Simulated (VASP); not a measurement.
Runs of VASP 6.6.1 on Rh. The structure is cubic, space group Fm-3m (No. 225). Conventional cell: a = 3.796 Å, b = 3.796 Å, c = 3.796 Å, α = 90.00°, β = 90.00°, γ = 90.00°. Within 3.5 Å of Rh (site symmetry m-3m) lie 12 Rh at 2.68 Å. 

```csv
k mesh,gap on the mesh (eV),pressure (GPa)
8 × 8 × 8,none,2.8
3 × 3 × 3,none,(a)
5 × 5 × 5,none,4.5
10 × 10 × 10,none,2.0
```

Alike in all rows: task single point; level r2SCAN; potentials or basis VASP PAW PBE potentials, release 64 (Rh_pv); no spin polarisation; cell as given; cutoff (eV) 550; smearing methfessel-paxton 0.1 eV.

Q: Fill in the values left out.

A: (a) 27.7.

Caveats: some runs use coarse meshes; the PAW data sets were made with another functional, which shifts forces and pressure a little.

A k mesh can miss the band edges, and the runs leave out spin-orbit coupling on Rh.

A gap of «none» marks levels without a gap at the run's occupations.
